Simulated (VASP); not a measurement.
## TiH: single point with LDA

Crystal: TiH.

```
Ti H
1.0
     0.00000    2.05162    2.05162
     1.90801    0.00000    2.05162
     1.90801    2.05162    0.00000
Ti H
1 1
Direct
  0.99905 0.00095 0.00095
  0.54533 0.45467 0.45467
```

This cell differs from its parent crystal: atoms displaced along a vibrational mode, the cell strained.

* Program: VASP 6.6.1
* Task: single point
* Functional: LDA
* Potentials or basis: VASP PAW LDA potentials, release 64 (Ti_sv, H)
* Cutoff: 520 eV
* k mesh: 18 × 18 × 18
* Occupations: gaussian, width 0.15 eV
* Spin: no spin polarisation
* Dipole correction: no
* Further INCAR settings: ALGO = Normal; EDIFF = 1e-07; NBANDS = 14

```yaml
Pressure: 15.5 GPa
Largest_force: 1.609 eV/Å
Band_gap_on_the_k_mesh: zero (an odd number of electrons rules out a gap without spin polarisation)
```

Forces in eV/Å, atoms in the order of the input:
```
Ti  -1.609  0.000  0.000
H    1.609  0.000  0.000
```

Stress tensor (GPa, compression positive):
```
22.53  0.00  0.00
 0.00 11.91  0.00
 0.00  0.00 11.91
```

Levels at points of the mesh, in eV from the Fermi level:
| k point | band 4 | band 5 | band 6 | band 7 | band 8 | band 9 |
| --- | --- | --- | --- | --- | --- | --- |
| (0.00, 0.00, 0.00) | -31.92 | -9.88 | 0.53 | 0.53 | 1.22 | 2.13 |
| (0.50, 0.00, 0.00) | -32.03 | -5.00 | -3.32 | -0.08 | 0.59 | 3.65 |
| (0.50, 0.50, 0.00) | -32.16 | -7.44 | -2.15 | 1.84 | 3.59 | 4.05 |
| (0.00, 0.50, 0.50) | -32.33 | -7.42 | -2.31 | 3.08 | 3.78 | 4.28 |

Wall time 34 s on 1 thread of Intel(R) Xeon(R) 6975P-C (Granite Rapids), on a shared host, peak memory 0.22 GiB.

Caveat: the cell differs from its parent crystal (atoms displaced along a vibrational mode, the cell strained); the cell stands under pressure; forces of over 1 eV/Å act on the atoms, so gaps and moduli don't describe the material at rest.
